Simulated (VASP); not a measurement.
# SiC (Cmmm) in VASP: further runs

SiC is run at these levels: PBE; tasks: single point, relaxation of cell and atoms.

Program: VASP 6.6.1. These are calculated values, not measurements. Logs are shortened: lines on timing, memory, paths and dates and some standing lists are left out, and cuts for length are marked.

### 1 The cell of the first run

It takes space group Cmmm (No. 65, orthorhombic). The conventional cell has a = 2.733 Å, b = 6.443 Å, c = 2.729 Å, α = 90.00°, β = 90.00°, γ = 90.00°. Si (site symmetry mmm) has 4 C at 1.93 Å within 2.6 Å. Within 2.6 Å of C (site symmetry mmm) lie 4 Si at 1.93 Å.

The cell was generated, and may not be a known phase.

### 2 Single point, PBE

INCAR

```
SYSTEM = SiC
ALGO = Normal ; EDIFF = 1E-6
ENCUT = 520 ; GGA = PE
ISIF = 2 ; ISMEAR = 0
LASPH = .True. ; LCHARG = .True.
LELF = .True. ; LREAL = .False.
LVHAR = .True. ; LWAVE = .False.
NBANDS = 11 ; NELM = 60
PREC = Accurate ; SIGMA = 0.1
```

KPOINTS

```
k-points
0
Gamma
  6 6 6
  0 0 0
```

POSCAR

```
SiC
1.0
    1.3667449257     -3.2216906488      0.0000000000
    1.3667449257      3.2216906488      0.0000000000
    0.0000000000      0.0000000000      2.7285837716
Si C
1 1
Direct
    0.5000000000      0.5000000000      0.0000000000
    0.0000000000      0.0000000000      0.5000000000
```

Potentials or basis: VASP PAW PBE potentials, release 64 (Si, C).

On the command line:

```console
cat potpaw_PBE.64/Si/POTCAR potpaw_PBE.64/C/POTCAR > POTCAR
mpirun -np 1 vasp_std > vasp.out
```

OUTCAR:

```text
SYSTEM = SiC
   EDIFF = 1E-6
   ENCUT = 520
   GGA = PE
   ISIF = 2
   ISMEAR = 0
   LASPH = .True.
   LREAL = .False.
   NELM = 60
   PREC = Accurate

 ion  position               nearest neighbor table
   1  0.500  0.500  0.000-   2 1.93   2 1.93   2 1.93   2 1.93
   2  0.000  0.000  0.500-   1 1.93   1 1.93   1 1.93   1 1.93

  LATTYP: Found a base centered orthorhombic cell.
 ALAT       =     2.7334898514
 B/A-ratio  =     2.3571996414
 C/A-ratio  =     0.9982051955

  Lattice vectors:

 A1 = (   1.3667449257,  -3.2216906488,   0.0000000000)
 A2 = (   1.3667449257,   3.2216906488,   0.0000000000)
 A3 = (   0.0000000000,   0.0000000000,   2.7285837716)

Analysis of symmetry for initial positions (statically):
=====================================================================
 Subroutine PRICEL returns:
 Original cell was already a primitive cell.

 Routine SETGRP: Setting up the symmetry group for a
 base centered orthorhombic supercell.

 Subroutine GETGRP returns: Found  8 space group operations
 (whereof  8 operations were pure point group operations)
 out of a pool of  8 trial point group operations.

The static configuration has the point symmetry D_2h.

Analysis of symmetry for dynamics (positions and initial velocities):
=====================================================================
 Subroutine PRICEL returns:
 Original cell was already a primitive cell.

 Routine SETGRP: Setting up the symmetry group for a
 base centered orthorhombic supercell.

 Subroutine GETGRP returns: Found  8 space group operations
 (whereof  8 operations were pure point group operations)
 out of a pool of  8 trial point group operations.

The dynamic configuration has the point symmetry D_2h.

 Subroutine INISYM returns: Found  8 space group operations
 (whereof  8 operations are pure point group operations),
 and found     1 'primitive' translations

----------------------------------------------------------------------------------------

                                     Primitive cell

  volume of cell :      24.0292

  direct lattice vectors                    reciprocal lattice vectors
     1.366744926 -3.221690649  0.000000000     0.365832710 -0.155198017  0.000000000
     1.366744926  3.221690649  0.000000000     0.365832710  0.155198017  0.000000000
     0.000000000  0.000000000  2.728583772     0.000000000  0.000000000  0.366490489

  length of vectors
     3.499611740  3.499611740  2.728583772     0.397391490  0.397391490  0.366490489

  position of ions in fractional coordinates (direct lattice)
     0.500000000  0.500000000  0.000000000
     0.000000000  0.000000000  0.500000000

  ion indices of the primitive-cell ions
   primitive index   ion index
                 1           1
                 2           2

----------------------------------------------------------------------------------------

 KPOINTS: k-points

Automatic generation of k-mesh.
 Grid dimensions read from file:
 generate k-points for:    6    6    6

 Generating k-lattice:

  Cartesian coordinates                     Fractional coordinates (reciprocal lattice)
     0.060972118 -0.025866336  0.000000000     0.166666667  0.000000000  0.000000000
     0.060972118  0.025866336  0.000000000     0.000000000  0.166666667  0.000000000
     0.000000000  0.000000000  0.061081748     0.000000000  0.000000000  0.166666667

  Length of vectors
     0.066231915  0.066231915  0.061081748

  Shift w.r.t. Gamma in fractional coordinates (k-lattice)
     0.000000000  0.000000000  0.000000000

 Subroutine IBZKPT returns following result:
 ===========================================

 Found     52 irreducible k-points:

 Following reciprocal coordinates:
            Coordinates               Weight
  0.000000  0.000000  0.000000      1.000000
  0.166667  0.000000  0.000000      4.000000
  0.333333 -0.000000  0.000000      4.000000
  0.500000  0.000000  0.000000      2.000000
  0.166667  0.166667  0.000000      2.000000
  0.333333  0.166667  0.000000      4.000000
[... 16 lines left out ...]
  0.333333  0.333333  0.166667      4.000000
  0.500000  0.333333  0.166667      8.000000
 [... further k-points ...]
   k-points           NKPTS =     52   k-points in BZ     NKDIM =     52   number of bands    NBANDS=     11
   number of dos      NEDOS =    301   number of ions     NIONS =      2
   total plane-waves  NPLWV =  15680
   dimension x,y,z NGX =    28 NGY =   28 NGZ =   20
   dimension x,y,z NGXF=    56 NGYF=   56 NGZF=   40
   ions per type =               1   1
   NGX,Y,Z   is equivalent  to a cutoff of  13.30, 13.30, 12.19 a.u.
   NGXF,Y,Z  is equivalent  to a cutoff of  26.60, 26.60, 24.37 a.u.
 SYSTEM =  SiC
   PREC   = accura    normal or accurate (medium, high low for compatibility)
   ISTART =      0    job   : 0-new  1-cont  2-samecut
   ICHARG =      2    charge: 1-file 2-atom 10-const
   ISPIN  =      1    spin polarized calculation?
[... 65 lines left out ...]
      3       5.4972      2.00000
      4       5.7535      2.00000
      5       8.5689      0.00000
      6      13.1414      0.00000
      7      14.7597      0.00000
      8      15.5605      0.00000
      9      19.8527      0.00000
     10      22.6614      0.00000
     11      23.6481      0.00000

 k-point     2 :       0.1667    0.0000    0.0000
  band No.  band energies     occupation
      1      -8.1546      2.00000
      2       3.2697      2.00000
      3       4.4772      2.00000
      4       5.8195      2.00000
      5       9.6713      0.00000
      6      12.7787      0.00000
      7      14.4084      0.00000
      8      17.0207      0.00000
      9      19.5298      0.00000
     10      20.9241      0.00000
     11      22.5754      0.00000

 k-point     3 :       0.3333   -0.0000    0.0000
  band No.  band energies     occupation
      1      -6.6352      2.00000
      2      -0.4305      2.00000
      3       4.7427      2.00000
      4       6.6054      1.99995
      5       9.1277      0.00000
      6      11.9854      0.00000
      7      16.1451      0.00000
      8      16.3092      0.00000
      9      19.7567      0.00000
     10      21.5525      0.00000
     11      22.9210      0.00000

 k-point     4 :       0.5000    0.0000    0.0000
  band No.  band energies     occupation
      1      -4.8901      2.00000
      2      -2.9719      2.00000
      3       5.3368      2.00000
      4       7.1155      0.00157
      5       7.4112      0.00000
      6      13.5096      0.00000
      7      14.9598      0.00000
      8      16.0941      0.00000
      9      20.7020      0.00000
     10      21.8749      0.00000
     11      24.0641      0.00000

 k-point     5 :       0.1667    0.1667    0.0000
  band No.  band energies     occupation
      1      -6.8034      2.00000
      2      -0.2509      2.00000
      3       5.8966      2.00000
      4       6.5578      2.00000
      5       8.9774      0.00000
      6      10.5660      0.00000
      7      15.6185      0.00000
      8      16.3370      0.00000
      9      19.4860      0.00000
     10      21.7084      0.00000
     11      23.0326      0.00000
[... 211 lines left out ...]
 k-point    21 :      -0.3333    0.1667    0.1667
  band No.  band energies     occupation
      1      -7.3561      2.00000
      2       2.7149      2.00000
      3       3.3011      2.00000
      4       3.7567      2.00000
      5      11.6874      0.00000
      6      13.2650      0.00000
      7      17.0420      0.00000
      8      17.2843      0.00000
      9      18.0453      0.00000
     10      18.8857      0.00000
     11      23.2830      0.00000

 k-point    22 :      -0.1667    0.1667    0.1667
  band No.  band energies     occupation
      1      -8.0193      2.00000
      2       2.8682      2.00000
      3       3.5311      2.00000
      4       5.9668      2.00000
      5      10.7190      0.00000
      6      13.6619      0.00000
      7      15.6809      0.00000
      8      16.7837      0.00000
      9      19.5503      0.00000
     10      20.6823      0.00000
     11      21.3097      0.00000

 k-point    23 :       0.3333    0.3333    0.1667
  band No.  band energies     occupation
      1      -5.5947      2.00000
      2      -0.4178      2.00000
      3       2.6063      2.00000
      4       4.6688      2.00000
      5      11.3158      0.00000
      6      11.3622      0.00000
      7      17.3824      0.00000
      8      17.4590      0.00000
      9      18.3061      0.00000
     10      22.7464      0.00000
     11      23.4470      0.00000

 k-point    24 :       0.5000    0.3333    0.1667
  band No.  band energies     occupation
      1      -6.9764      2.00000
      2       1.3153      2.00000
      3       3.2063      2.00000
      4       3.7948      2.00000
      5      11.9977      0.00000
      6      13.3786      0.00000
      7      17.0290      0.00000
      8      17.3400      0.00000
      9      18.3619      0.00000
     10      22.1216      0.00000
     11      23.5629      0.00000

 [... further k-points ...]

------------------------ aborting loop because EDIFF is reached ----------------------------------------

  FORCE on cell =-STRESS in cart. coord.  units (eV):
  Direction    XX          YY          ZZ          XY          YZ          ZX
  --------------------------------------------------------------------------------------
  -------------------------------------------------------------------------------------
  Total        0.0147253      0.0263354      0.0115294      0.0000000      0.0000000      0.0000000
  in kB        0.9818297      1.7559504      0.7687407      0.0000000      0.0000000      0.0000000
  external PRESSURE =       1.1688403 kB  Pullay stress =       0.0000000 kB

 VOLUME and BASIS-vectors are now :
 -----------------------------------------------------------------------------
  energy-cutoff  :      520.00
  volume of cell :       24.03
      direct lattice vectors                 reciprocal lattice vectors
     1.366744926 -3.221690649  0.000000000     0.365832710 -0.155198017  0.000000000
     1.366744926  3.221690649  0.000000000     0.365832710  0.155198017  0.000000000
     0.000000000  0.000000000  2.728583772     0.000000000  0.000000000  0.366490489

 POSITION                                       TOTAL-FORCE (eV/Angst)
 -----------------------------------------------------------------------------------
      1.36674      0.00000      0.00000         0.000000      0.000000      0.000000
      0.00000      0.00000      1.36429        -0.000000      0.000000      0.000000
 -----------------------------------------------------------------------------------
    total drift:                               -0.000000      0.000000      0.000000

  FREE ENERGIE OF THE ION-ELECTRON SYSTEM (eV)
  ---------------------------------------------------
  free  energy   TOTEN  =       -12.4711439753 eV

  energy  without entropy=      -12.4708389649  energy(sigma->0) =      -12.47099147
```

Run time: 22 s. Hardware: 1 thread of Intel Xeon Platinum 8375C at 2.90GHz (Ice Lake), shared host; peak memory 0.14 GiB.

What came out:

```yaml
Free_energy: -12.4711 eV
Pressure: 0.1 GPa
Band_gap_on_the_k_mesh: zero (bands 4 and 5 overlap by 1.30 eV)
```

Stress tensor (GPa, compression positive):
```
0.10 0.00 0.00
0.00 0.18 0.00
0.00 0.00 0.08
```

Levels at points of the mesh, in eV from the Fermi level:
```tsv
k point	band 1	band 2	band 3	band 4	band 5	band 6	band 7	band 8	band 9
(0.00, 0.00, 0.00)	-15.57	-2.36	-1.39	-1.14	1.68	6.25	7.87	8.67	12.96
(0.50, 0.00, 0.00)	-11.78	-9.86	-1.56	0.22	0.52	6.62	8.07	9.20	13.81
(0.50, 0.50, 0.00)	-14.73	-6.80	-1.44	-1.09	4.80	6.48	7.18	13.08	15.49
(0.00, 0.00, 0.50)	-12.03	-10.30	0.24	0.29	4.08	4.68	8.39	8.68	10.34
(0.50, 0.00, 0.50)	-8.70	-7.05	-7.01	-2.68	0.84	3.71	6.93	6.93	14.78
(0.50, 0.50, 0.50)	-11.41	-9.37	-2.75	-1.63	0.11	7.64	8.10	8.87	13.23
```

Caveat: the k points lie up to 0.42 Å⁻¹ apart, too coarse for converged energies and pressures of a metal.

### 3 Single point, PBE

This run uses another cell than the first one, of 14.20 Å³/atom.

INCAR

```
ALGO = Normal ; EDIFF = 1E-6
ENCUT = 520 ; GGA = PE
ISIF = 2 ; ISMEAR = 0
LASPH = T ; LCHARG = F
LREAL = F ; LWAVE = F
NBANDS = 11 ; NELM = 80
PREC = Accurate ; SIGMA = 0.1
```

KPOINTS

```
k-points
0
Gamma
  6 6 6
```

POSCAR

```
SiC
1.0
    1.7996505600     -2.1604774400      0.0000000000
    1.7996505600      2.1604774400      0.0000000000
    0.0000000000      0.0000000000      3.6532837400
Si C
1 1
Direct
    0.5000000000      0.5000000000      0.0000000000
    0.0000000000      0.0000000000      0.5000000000
```

Potentials or basis: VASP PAW PBE potentials, release 64 (Si, C).

On the command line:

```console
cat potpaw_PBE.64/Si/POTCAR potpaw_PBE.64/C/POTCAR > POTCAR
mpirun -np 1 vasp_std > vasp.out
```

Run time: 16 s. Hardware: 1 thread of Intel Xeon Platinum 8375C at 2.90GHz (Ice Lake), shared host; peak memory 0.14 GiB.

It converged, with:

```
Free energy            : -9.6073 eV
Pressure               : -23.6 GPa
Band gap on the k mesh : zero (bands 4 and 5 overlap by 4.18 eV)
```

Stress tensor (GPa, compression positive):
```
-23.59   0.00   0.00
  0.00 -11.13   0.00
  0.00   0.00 -35.93
```

Levels at points of the mesh, in eV from the Fermi level:
```
           k point  band 2  band 3  band 4  band 5  band 6  band 7
(0.00, 0.00, 0.00)   -4.47   -3.56    0.58    1.82    6.95    7.32
(0.50, 0.00, 0.00)   -8.17   -0.88   -0.48    0.89    1.94    2.34
(0.50, 0.50, 0.00)   -5.12   -3.34   -2.68    0.17    2.32    4.10
(0.00, 0.00, 0.50)  -10.43    1.26    2.24    3.09    3.88    6.03
(0.50, 0.00, 0.50)   -6.08   -5.66   -5.04    2.15    4.42    7.42
(0.50, 0.50, 0.50)   -3.64   -2.90   -2.47   -1.68   -0.02    0.07
```

Caveat: the k points lie up to 0.38 Å⁻¹ apart, too coarse for converged energies and pressures of a metal.

### 4 Relaxation of cell and atoms, PBE

This run uses another cell than the first one, of 14.20 Å³/atom.

INCAR

```
SYSTEM = SiC
PREC = Accurate
ENCUT = 600
EDIFF = 1E-6
ISMEAR = 0
SIGMA = 0.1
LREAL = .FALSE.
LASPH = .TRUE.
NELM = 80
ALGO = Normal
ISIF = 3
LWAVE = .FALSE.
LCHARG = .FALSE.
GGA = PE
IBRION = 2
NSW = 90
EDIFFG = -0.04
```

KPOINTS

```
Automatic mesh
0
G
  6 6 6
  0 0 0
```

POSCAR is that of step 3.

On the command line:

```console
cat potpaw_PBE.64/Si/POTCAR potpaw_PBE.64/C/POTCAR > POTCAR
mpirun -np 1 vasp_std > vasp.out
```

It took 2.2 min on 1 thread of Intel Xeon Platinum 8375C at 2.90GHz (Ice Lake), shared host; peak memory 0.16 GiB.

Results (log left out):

```yaml
Free_energy: -12.4430 eV
Relaxed_volume: 11.61 Å³/atom
Relaxed_cell: a = 3.403 Å, b = 3.403 Å, c = 2.725 Å, α = 90.00°, β = 90.00°, γ = 132.62°
Space_group_after_relaxing_to_0.1_Å: Cmmm (No. 65)
Energy_gained_by_relaxing: 1417.8 meV/atom
Ionic_steps: 20
Pressure_after_relaxing: 0.0 GPa
Band_gap_on_the_k_mesh: zero (bands 4 and 5 overlap by 1.67 eV)
```

Step by step:
```
step  energy change (eV)  largest force (eV/Å)  pressure (GPa)  volume (Å³)
   1              0.0000                0.0000          -23.58        28.41
   2             -1.3871                0.0000          -14.02        20.58
   3             -1.6972                0.0000           11.94        17.25
   4             -1.6953                0.0000           75.87        15.09
   5             -2.0337                0.0000           33.47        16.12
   6             -2.5834                0.0000           19.75        18.04
   7             -2.6073                0.0000           17.69        18.47
   8             -2.6181                0.0000           16.11        19.29
   9             -2.7828                0.0000           -5.97        22.23
  10             -2.7884                0.0000           -2.87        21.73
  11             -2.8089                0.0000            1.76        21.70
  12             -2.8091                0.0000            2.20        21.70
  13             -2.8202                0.0000            2.40        22.05
  14             -2.8280                0.0000            3.79        23.00
  15             -2.8305                0.0000            3.17        22.57
  16             -2.8311                0.0000            3.36        22.70
  17             -2.8318                0.0000           -2.70        23.66
  18             -2.8355                0.0000            0.10        23.20
  19             -2.8356                0.0000           -0.08        23.22
  20             -2.8356                0.0000           -0.01        23.21
```

Final structure:
```yaml
crystal:
  lattice:
    - [1.36713, -3.11593, 0.00000]
    - [1.36713, 3.11593, 0.00000]
    - [0.00000, 0.00000, 2.72471]
  atoms:
    - { symbol: Si, position: [0.50000, 0.50000, 0.00000] }
    - { symbol: C, position: [0.00000, 0.00000, 0.50000] }
```

Levels at points of the mesh, in eV from the Fermi level:
```
           k point  band 2  band 3  band 4  band 5  band 6  band 7
(0.00, 0.00, 0.00)   -1.97   -1.42   -1.12    1.80    6.26    8.16
(0.50, 0.00, 0.00)   -9.90   -1.55    0.23    0.55    6.79    8.10
(0.50, 0.50, 0.00)   -7.01   -1.51   -1.03    4.79    6.59    7.30
(0.00, 0.00, 0.50)  -10.41    0.30    0.52    4.63    4.77    8.47
(0.50, 0.00, 0.50)   -7.08   -7.03   -2.72    0.87    3.73    6.97
(0.50, 0.50, 0.50)   -9.27   -2.92   -1.85    0.07    7.54    8.20
```

Caveat: the k points lie up to 0.42 Å⁻¹ apart in the final cell, too coarse for converged energies and pressures of a metal; the volume moved by over 15 % at a fixed basis, so the end points are rough.

### 5 Single point, PBE

This run uses another cell than the first one, of 12.77 Å³/atom.

INCAR

```
SYSTEM = SiC
  ALGO = Normal
  EDIFF = 1E-6
  ENCUT = 520
  GGA = PE
  ISIF = 2
  ISMEAR = 0
  LASPH = .TRUE.
  LCHARG = .TRUE.
  LELF = .TRUE.
  LREAL = .FALSE.
  LVHAR = .TRUE.
  LWAVE = .FALSE.
  NBANDS = 11
  NELM = 60
  PREC = Accurate
  SIGMA = 0.1
```

KPOINTS

```
k-points
0
G
  22 22 20
  0 0 0
```

POSCAR

```
SiC
1.0
    1.3612680759     -3.4473348353      0.0000000000
    1.3612680759      3.4473348353      0.0000000000
    0.0000000000      0.0000000000      2.7220118786
Si C
1 1
Direct
    0.5000000000      0.5000000000      0.0000000000
    0.0000000000      0.0000000000      0.5000000000
```

On the command line:

```console
cat potpaw_PBE.64/Si/POTCAR potpaw_PBE.64/C/POTCAR > POTCAR
mpirun -np 1 vasp_std > vasp.out
```

It took 5.7 min on 1 thread of Intel Xeon Platinum 8375C at 2.90GHz (Ice Lake), shared host; peak memory 0.47 GiB.

It converged, with:

* Free energy: -12.4501 eV
* Pressure: 0.1 GPa
* Band gap on the k mesh: zero (bands 4 and 5 overlap by 1.52 eV)

Stress tensor (GPa, compression positive):
```
0.07 0.00 0.00
0.00 0.00 0.00
0.00 0.00 0.09
```

Levels at points of the mesh, in eV from the Fermi level:
```tsv
k point	band 1	band 2	band 3	band 4	band 5	band 6	band 7	band 8
(0.00, 0.00, 0.00)	-15.46	-3.07	-1.31	-1.14	1.49	6.26	7.49	8.63
(0.50, 0.00, 0.00)	-11.76	-9.87	-1.53	0.26	0.47	6.37	8.13	9.28
(0.50, 0.50, 0.00)	-14.92	-6.46	-1.32	-1.14	4.86	6.36	7.07	13.49
(0.00, 0.00, 0.50)	-11.93	-10.17	-0.20	0.31	3.13	4.60	8.28	8.35
(0.50, 0.00, 0.50)	-8.65	-7.05	-7.03	-2.60	0.90	3.72	6.83	6.88
(0.50, 0.50, 0.50)	-11.54	-9.57	-2.43	-1.24	0.21	7.88	7.96	9.14
```

### 6 The runs side by side

| task | cell | k mesh | cutoff (eV) | gap on the mesh (eV) | pressure (GPa) |
| --- | --- | --- | --- | --- | --- |
| single point | a = 3.500, b = 3.500, c = 2.729 Å, angles 90.0, 90.0, 134.0°, 2 atoms | 6 × 6 × 6 | 520 | none | 0.1 |
| single point | a = 2.812, b = 2.812, c = 3.653 Å, angles 90.0, 90.0, 100.4°, 2 atoms | 6 × 6 × 6 | 520 | none | -23.6 |
| relaxation of cell and atoms | relaxed from a = 2.812, b = 2.812, c = 3.653 Å, angles 90.0, 90.0, 100.4°, 2 atoms | 6 × 6 × 6 | 600 | none | 0.0 |
| single point | a = 3.706, b = 3.706, c = 2.722 Å, angles 90.0, 90.0, 136.9°, 2 atoms | 22 × 22 × 20 | 520 | none | 0.1 |

Alike in all rows: level PBE; potentials or basis VASP PAW PBE potentials, release 64 (Si, C); no spin polarisation; smearing gaussian 0.1 eV.

Caveats: some runs use coarse meshes; the volume moved by over 15 % at a fixed basis, so the end points are rough (at least some runs).

Total energies depend on the potentials used, so only differences within one code and one set of settings carry meaning.
